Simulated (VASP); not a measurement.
Crystal: Re.

```
CELL_PARAMETERS angstrom
2.53000 0.00000 0.00000
0.00000 2.53000 0.00000
0.00000 0.00000 2.53000
ATOMIC_POSITIONS crystal
Re 0.00000 0.00000 0.00000
```

```yaml
Program: VASP 6.6.1
Task: relaxation of cell and atoms
Functional: r2SCAN
Potentials_or_basis: VASP PAW PBE potentials, release 64 (Re)
Cutoff: 600 eV
k_mesh: 10 × 10 × 10
Occupations: methfessel-paxton, width 0.05 eV
Spin: no spin polarisation
```

At the start: pressure 10.2 GPa; volume 16.19 Å³/atom.

**Question.** Where does the relaxation end?

**Answer.** Over 4 steps the energy falls by 16.9 meV/atom and the volume is 16.74 Å³/atom (+3.4 %); space group Pm-3m (No. 221, to 0.05 Å).

The path:
```
step  energy change (eV)  largest force (eV/Å)  pressure (GPa)  volume (Å³)
   1              0.0000                0.0000           10.22        16.19
   2              0.1553                0.0000          -24.91        18.74
   3             -0.0169                0.0000           -0.45        16.77
   4             -0.0169                0.0000           -0.01        16.74
```

Final structure:
```
CELL_PARAMETERS angstrom
2.55834 0.00000 0.00000
0.00000 2.55834 0.00000
0.00000 0.00000 2.55834
ATOMIC_POSITIONS crystal
Re 0.00000 0.00000 0.00000
```

Caveat: the PAW data sets were made with another functional, which shifts forces and pressure a little.
